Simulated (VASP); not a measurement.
The system is CsCl.

```
CELL_PARAMETERS angstrom
4.13683 0.00000 0.00000
0.00000 4.13683 0.00000
0.00000 0.00000 4.13683
ATOMIC_POSITIONS crystal
Cs 0.00000 0.00000 0.00000
Cl 0.50000 0.50000 0.50000
```

Base run:

* Program: VASP 6.6.1
* Functional: r2SCAN
* Potentials or basis: VASP PAW PBE potentials, release 64 (Cs_sv, Cl)
* Cutoff: 550 eV
* k mesh: 6 × 6 × 6
* Occupations: gaussian, width 0.01 eV
* Spin: no spin polarisation

Its results: band gap on the k mesh 5.91 eV; pressure 0.1 GPa.

The run is repeated on the same cell with these changes: functional from r2SCAN to PBE; cutoff from 550 eV to 500 eV. What comes out?

Band gap on the k mesh 5.21 eV; pressure 0.8 GPa.

Caveats: spin-orbit coupling is left out, which moves the levels of the heavy elements; the PAW data sets were made with another functional, which shifts forces and pressure a little (at least some runs).

A k mesh can miss the band edges.
